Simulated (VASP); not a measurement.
Set up this calculation in VASP 6.6.1, as the native input.

* Task: single point
* Functional: r2SCAN
* Potentials or basis: VASP PAW PBE potentials, release 64 (Rh_pv)
* Cutoff: 520 eV
* k mesh: 18 × 18 × 10
* Occupations: gaussian, width 0.1 eV
* Spin: no spin polarisation
* Dipole correction: no
* Further INCAR settings: ALGO = Normal; EDIFF = 1e-07; NBANDS = 22

Crystal: Rh.

```
Rh
1.0
     2.58800    0.00000    0.00000
    -1.29400    2.24128    0.00000
     0.00000    0.00000    4.17641
Rh
2
Cartesian
  1.2940 0.7471 3.1323
  0.0000 1.4942 1.0441
```

This isn't the form of Rh at room conditions, which is fcc.

The input as run:

POSCAR

```
Rh
1.0
    2.5880029745      0.0000000000      0.0000000000
   -1.2940014873      2.2412763210      0.0000000000
    0.0000000000      0.0000000000      4.1764093596
Rh
2
Direct
    0.6666666667      0.3333333333      0.7500000000
    0.3333333333      0.6666666667      0.2500000000
```

INCAR.step1

```
SYSTEM = Rh
PREC = Accurate
ENCUT = 520
ISMEAR = 0
SIGMA = 0.1
LREAL = .FALSE.
LASPH = .TRUE.
NELM = 100
NBANDS = 22
GGA = PE
ALGO = Normal
EDIFF = 1E-4
LWAVE = .TRUE.
LCHARG = .FALSE.
```

INCAR.step2

```
SYSTEM = Rh
PREC = Accurate
ENCUT = 520
EDIFF = 1E-7
ISMEAR = 0
SIGMA = 0.1
LREAL = .FALSE.
LASPH = .TRUE.
NELM = 100
ALGO = Normal
ISIF = 2
LWAVE = .FALSE.
LCHARG = .FALSE.
METAGGA = R2SCAN
LMIXTAU = .TRUE.
NBANDS = 22
ISTART = 1
```

KPOINTS

```
regular mesh
0
G
  18 18 10
  0 0 0
```

Potentials or basis: VASP PAW PBE potentials, release 64 (Rh_pv).

The run is started by

```sh
$ cat potpaw_PBE.64/Rh_pv/POTCAR > POTCAR
$ cp INCAR.step1 INCAR
$ mpirun -np 1 vasp_std > vasp.out
$ cp INCAR.step2 INCAR
$ mpirun -np 1 vasp_std > vasp.out
```

Results of the run:

```
Pressure               : 51.7 GPa
Band gap on the k mesh : zero (bands 15 and 16 overlap by 3.05 eV)
```

Caveat: the cell stands under pressure; the PAW data sets were made with another functional, which shifts forces and pressure a little.

Run time: 5.6 min on 1 thread of Intel(R) Xeon(R) Platinum 8259CL CPU @ 2.50GHz (Skylake/Cascade Lake), with other jobs on the host, peak memory 0.21 GiB.
